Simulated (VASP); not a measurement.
**AlNi: single point with PBE**

AlNi:

```
CELL_PARAMETERS angstrom
0.00000 -2.89308 0.00000
0.00000 0.00000 -2.89308
8.67925 -0.48228 0.48228
ATOMIC_POSITIONS crystal
Al 0.84719 0.15281 0.91665
Al 0.95833 0.04167 0.24998
Al 0.90276 0.09724 0.58332
Ni 0.48611 0.51389 0.08332
Ni 0.43054 0.56946 0.41665
Ni 0.37498 0.62502 0.74998
```

This cell differs from its parent crystal: the part above a cut slid along it.

| Property | Result |
| --- | --- |
| Program | VASP 6.6.1 |
| Task | single point |
| Functional | PBE |
| Potentials or basis | VASP PAW PBE potentials, release 64 (Al, Ni) |
| Cutoff | 520 eV |
| k mesh | 20 × 20 × 7 |
| Occupations | gaussian, width 0.15 eV |
| Spin | no spin polarisation |

```
Pressure               : 5.6 GPa
Largest force          : 4.408 eV/Å
Band gap on the k mesh : zero (an odd number of electrons rules out a gap without spin polarisation)
```

Forces on the atoms (eV/Å):
```
Al  -2.824 -2.389  2.389
Al  -0.086  0.145 -0.145
Al   0.035 -0.031  0.031
Ni   2.950  2.316 -2.316
Ni   0.023  0.030 -0.030
Ni  -0.097 -0.070  0.070
```

Stress tensor (GPa, compression positive):
```
 9.47  9.16 -9.16
 9.16  3.60 -4.55
-9.16 -4.55  3.60
```

Levels at points of the mesh, in eV from the Fermi level:
```csv
k point,band 15,band 16,band 17,band 18,band 19,band 20,band 21,band 22,band 23,band 24
"(0.00, 0.00, 0.00)",-1.58,-1.50,-1.45,-1.41,-0.29,-0.12,5.34,5.63,5.79,7.04
"(0.50, 0.00, 0.00)",-1.95,-1.91,-1.82,-1.50,-0.82,-0.72,-0.62,2.38,3.05,3.67
"(0.50, 0.50, 0.00)",-1.04,-0.99,-0.97,-0.04,0.55,0.61,0.69,1.51,1.74,2.07
```

Run time: 59 min on 1 thread of Oxide Virtual Turin-like Processor, with other jobs on the host, peak memory 1.1 GiB.

Caveat: the cell differs from its parent crystal (the part above a cut slid along it); the stress differs along the axes, from 4 to 9 GPa; forces of over 1 eV/Å act on the atoms, so gaps and moduli don't describe the material at rest. Spin polarisation is off, so any magnetic state and its effect on volume and gap are missing.
